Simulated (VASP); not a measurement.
# EuN2H4 in VASP: single point with PBE

Aim: the single point of EuN2H4 with PBE.

All numbers are computed with VASP 6.6.1; they aren't measurements. Logs are shortened: lines on timing, memory, paths and dates and some standing lists are left out, and cuts for length are marked.

## Step 1: The cell of the first run

The cell holds a molecule in a box, 7 atoms: a = 9.410 Å, b = 11.300 Å, c = 14.820 Å, α = 90.00°, β = 90.00°, γ = 90.00°.

## Step 2: Single point, PBE, collinear spin, ferromagnetic start

File INCAR:

```
PREC = Accurate
ENCUT = 520
EDIFF = 1E-7
ISMEAR = 0
SIGMA = 0.01
LREAL = False
LASPH = True
NELM = 150
ALGO = Normal
ISIF = 2
LWAVE = False
LCHARG = False
ISPIN = 2
MAGMOM = 7 0 0 0 0 0 0
LORBIT = 11
LMAXMIX = 6
GGA = PE
NBANDS = 28
```

File KPOINTS:

```
regular mesh
0
Gamma
  1 1 1
```

File POSCAR:

```
EuH4N2
1.0
    9.4100000000      0.0000000000      0.0000000000
    0.0000000000     11.3000000000      0.0000000000
    0.0000000000      0.0000000000     14.8200000000
Eu N H
1 2 4
Direct
    0.4783953200      0.6014460200      0.5008825900
    0.5065855500      0.4879778800      0.6292368400
    0.4864006400      0.4890761100      0.3709811100
    0.5081594000      0.5086230100      0.6964804300
    0.5220021300      0.3982300900      0.6284460200
    0.5021222100      0.3993132700      0.3720877200
    0.4782146700      0.5081460200      0.3036437200
```

Potentials or basis: VASP PAW PBE potentials, release 64 (Eu, N, H).

Command:

```
$ cat potpaw_PBE.64/Eu/POTCAR potpaw_PBE.64/N/POTCAR potpaw_PBE.64/H/POTCAR > POTCAR
$ mpirun -np 1 vasp_gam > vasp.out
```

OUTCAR:

```text
PREC = Accurate
   ENCUT = 520
   EDIFF = 1E-7
   ISMEAR = 0
   LREAL = False
   LASPH = True
   NELM = 150
   ISIF = 2
   ISPIN = 2
   LORBIT = 11
   GGA = PE

 ion  position               nearest neighbor table
   1  0.478  0.601  0.501-   3 2.31   2 2.31
   2  0.507  0.488  0.629-   4 1.02   5 1.02   1 2.31
   3  0.486  0.489  0.371-   7 1.02   6 1.03   1 2.31
   4  0.508  0.509  0.696-   2 1.02
   5  0.522  0.398  0.628-   2 1.02
   6  0.502  0.399  0.372-   3 1.03
   7  0.478  0.508  0.304-   3 1.02

  LATTYP: Found a simple orthorhombic cell.
 ALAT       =     9.4100000000
 B/A-ratio  =     1.2008501594
 C/A-ratio  =     1.5749202976

  Lattice vectors:

 A1 = (   9.4100000000,   0.0000000000,   0.0000000000)
 A2 = (   0.0000000000,  11.3000000000,   0.0000000000)
 A3 = (   0.0000000000,   0.0000000000,  14.8200000000)

Analysis of symmetry for initial positions (statically):
=====================================================================
 Subroutine PRICEL returns:
 Original cell was already a primitive cell.

 Routine SETGRP: Setting up the symmetry group for a
 simple orthorhombic supercell.

 Subroutine GETGRP returns: Found  1 space group operations
 (whereof  1 operations were pure point group operations)
 out of a pool of  8 trial point group operations.

The static configuration has the point symmetry C_1 .

Analysis of symmetry for dynamics (positions and initial velocities):
=====================================================================
 Subroutine PRICEL returns:
 Original cell was already a primitive cell.

 Routine SETGRP: Setting up the symmetry group for a
 simple orthorhombic supercell.

 Subroutine GETGRP returns: Found  1 space group operations
 (whereof  1 operations were pure point group operations)
 out of a pool of  8 trial point group operations.

The dynamic configuration has the point symmetry C_1 .

Analysis of structural, dynamic, and magnetic symmetry:
=====================================================================
 Subroutine PRICEL returns:
 Original cell was already a primitive cell.

 Routine SETGRP: Setting up the symmetry group for a
 simple orthorhombic supercell.

[... 124 lines left out ...]
  volume of cell :     1575.86
 maximum number of plane-waves:     21228
 NGX is ok and might be reduce to    70
   NGX = 35   NGY = 43   NGZ = 55

 number of electron      30.9999994 magnetization       6.9999999

 Free energy of the ion-electron system (eV)
  ---------------------------------------------------
  ext. energy  EPLUGINS =         0.00000000
  ---------------------------------------------------
  free energy    TOTEN  =       -42.93164864 eV

  energy without entropy =      -42.93164864  energy(sigma->0) =      -42.93164864

 E-fermi :  -2.4502     XC(G=0):  -1.0720

 val. band max:       -2.5587018024   @ k =   0.0000   0.0000   0.0000
 cond. band min:      -2.1511458660   @ k =   0.0000   0.0000   0.0000
 fundamental gap:      0.4075559364
 Fermi energy:        -2.4502031669

 spin component 1

 k-point     1 :       0.0000    0.0000    0.0000
  band No.  band energies     occupation
      1     -44.0607      1.00000
      2     -23.0981      1.00000
      3     -23.0127      1.00000
      4     -22.9267      1.00000
      5     -18.2159      1.00000
      6     -18.1094      1.00000
[... 19 lines left out ...]
     26       0.3725      0.00000
     27       0.4629      0.00000
 Fermi energy:        -2.4502031669

 spin component 2

 k-point     1 :       0.0000    0.0000    0.0000
  band No.  band energies     occupation
      1     -40.9518      1.00000
      2     -20.9454      1.00000
      3     -20.8708      1.00000
      4     -20.7478      1.00000
      5     -18.1764      1.00000
      6     -17.9821      1.00000
[... 19 lines left out ...]
     26       1.5708      0.00000
     27       1.7269      0.00000
 [bands above 27 left out]

------------------------ aborting loop because EDIFF is reached ----------------------------------------

  FORCE on cell =-STRESS in cart. coord.  units (eV):
  Direction    XX          YY          ZZ          XY          YZ          ZX
  --------------------------------------------------------------------------------------
  -------------------------------------------------------------------------------------
  Total       -0.0726184     -1.0280254     -2.8565250      0.0983828      0.0189803     -0.1342078
  in kB       -0.0738314     -1.0451970     -2.9042389      0.1000261      0.0192973     -0.1364496
  external PRESSURE =      -1.3410891 kB  Pullay stress =       0.0000000 kB

 VOLUME and BASIS-vectors are now :
 -----------------------------------------------------------------------------
  energy-cutoff  :      520.00
  volume of cell :     1575.86
      direct lattice vectors                 reciprocal lattice vectors
     9.410000000  0.000000000  0.000000000     0.106269926  0.000000000  0.000000000
     0.000000000 11.300000000  0.000000000     0.000000000  0.088495575  0.000000000
     0.000000000  0.000000000 14.820000000     0.000000000  0.000000000  0.067476383

 POSITION                                       TOTAL-FORCE (eV/Angst)
 -----------------------------------------------------------------------------------
      4.50170      6.79634      7.42308         0.080769     -0.708959     -0.002367
      4.76697      5.51415      9.32529        -0.041216      0.200916     -0.501609
      4.57703      5.52656      5.49794         0.013583      0.170859      0.494205
      4.78178      5.74744     10.32184        -0.026715      0.156351     -0.065158
      4.91204      4.50000      9.31357        -0.006355      0.004510     -0.112595
      4.72497      4.51224      5.51434         0.000693      0.018040      0.101698
      4.50000      5.74205      4.50000        -0.020759      0.158283      0.085827
 -----------------------------------------------------------------------------------
    total drift:                                0.000008      0.000656      0.000905

  FREE ENERGIE OF THE ION-ELECTRON SYSTEM (eV)
  ---------------------------------------------------
  free  energy   TOTEN  =       -42.9316486443 eV

  energy  without entropy=      -42.9316486443  energy(sigma->0) =      -42.93164864

 total charge

# of ion       s       p       d       f       tot
--------------------------------------------------
    1        2.043   5.731   0.361   6.727  14.862
    2        1.228   2.620   0.000   0.000   3.848
    3        1.228   2.620   0.000   0.000   3.848
    4        0.639   0.081   0.000   0.000   0.720
    5        0.639   0.081   0.000   0.000   0.720
    6        0.639   0.081   0.000   0.000   0.720
    7        0.638   0.081   0.000   0.000   0.720
--------------------------------------------------
tot          7.054  11.297   0.361   6.727  25.438

 magnetization (x)

# of ion       s       p       d       f       tot
--------------------------------------------------
    1       -0.002  -0.118   0.072   6.677   6.629
    2       -0.006  -0.030   0.000   0.000  -0.036
    3       -0.006  -0.030   0.000   0.000  -0.036
    4       -0.001  -0.000   0.000   0.000  -0.001
    5       -0.000  -0.000   0.000   0.000  -0.000
    6        0.000  -0.000   0.000   0.000  -0.000
    7       -0.001  -0.000   0.000   0.000  -0.001
--------------------------------------------------
tot         -0.015  -0.180   0.072   6.677   6.554
```

stdout:

```text
POSCAR found type information on POSCAR EuN H
 POSCAR found :  3 types and       7 ions
 scaLAPACK will be used
 LDA part: xc-table for (Slater+PW92), standard interpolation
 POSCAR, INCAR and KPOINTS ok, starting setup
 FFT: planning ... GRIDC
 FFT: planning ... GRID_SOFT
 FFT: planning ... GRID
 WAVECAR not read
 entering main loop
```

Wall time 15 min (1 thread of Intel Xeon 8259CL, shared host); peak memory 1.6 GiB.

Results:

```yaml
Free_energy: -42.9316 eV
Largest_force: 0.714 eV/Å
Gap_between_the_frontier_levels: 0.41 eV
Net_moment: 7.00 μB per cell
Site_moments: Eu +6.63; N -0.04; H -0.00 μB
Valence_electrons_inside_the_program's_atomic_spheres: Eu 14.86; N 3.85; H 0.72
```

Forces in eV/Å, atoms in the order of the input:
```
Eu   0.081 -0.709 -0.002
N   -0.041  0.201 -0.502
N    0.014  0.171  0.494
H   -0.027  0.156 -0.065
H   -0.006  0.005 -0.113
H    0.001  0.018  0.102
H   -0.021  0.158  0.086
```

Levels at points of the mesh, in eV from the valence-band top:
Spin up:
```tsv
k point	band 16	band 17	band 18	band 19	band 20	band 21	band 22	band 23
(0.00, 0.00, 0.00)	-0.09	-0.09	-0.02	0.00	0.41	1.79	1.87	2.05
```
Spin down:
| k point | band 8 | band 9 | band 10 | band 11 | band 12 | band 13 | band 14 | band 15 | band 16 | band 17 |
| --- | --- | --- | --- | --- | --- | --- | --- | --- | --- | --- |
| (0.00, 0.00, 0.00) | -6.85 | -4.08 | -3.69 | -1.62 | -1.54 | 0.88 | 2.43 | 2.46 | 2.53 | 2.57 |

Caveat: spin-orbit coupling is left out, which moves the levels of the heavy elements; semilocal functionals describe open f shells poorly, which spoils levels, moments and volumes.
